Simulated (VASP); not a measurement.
# LiH: single point with r2SCAN

Crystal: LiH.

```
CELL_PARAMETERS angstrom
2.01234 2.01234 0.00000
-2.01234 2.01234 0.00000
0.00000 2.01234 1.99977
ATOMIC_POSITIONS crystal
Li 0.00000 0.00000 0.00000
H 0.50000 0.50000 0.00000
```

This cell differs from its parent crystal: film at in-plane strain +0.005.

```yaml
Program: VASP 6.6.1
Task: single point
Functional: r2SCAN
Potentials_or_basis: VASP PAW PBE potentials, release 64 (Li_sv, H)
Cutoff: 520 eV
k_mesh: 10 × 10 × 10
Occupations: gaussian, width 0.01 eV
Spin: no spin polarisation
Dipole_correction: no
Further_INCAR_settings: ALGO = Normal; EDIFF = 1e-07; NBANDS = 9
```

The band gap on the k mesh is 3.53 eV, indirect (least direct gap 3.57 eV).

Levels at points of the mesh, in eV from the valence-band top:
```
           k point  band 1  band 2  band 3  band 4  band 5
(0.00, 0.00, 0.00)  -45.77   -5.46   17.53   19.26   19.33
(0.50, 0.00, 0.00)  -45.73   -2.65    5.63   14.85   18.00
(0.50, 0.50, 0.00)  -45.71   -0.05    3.53   11.69   11.74
(0.00, 0.00, 0.50)  -45.71    0.00    3.61   11.61   11.61
```

Wall time 52 s on 1 thread of Intel(R) Xeon(R) Platinum 8259CL CPU @ 2.50GHz (Skylake/Cascade Lake) (shared host), peak memory 0.14 GiB.

Caveat: the cell differs from its parent crystal (film at in-plane strain +0.005). A k mesh can miss the band edges.
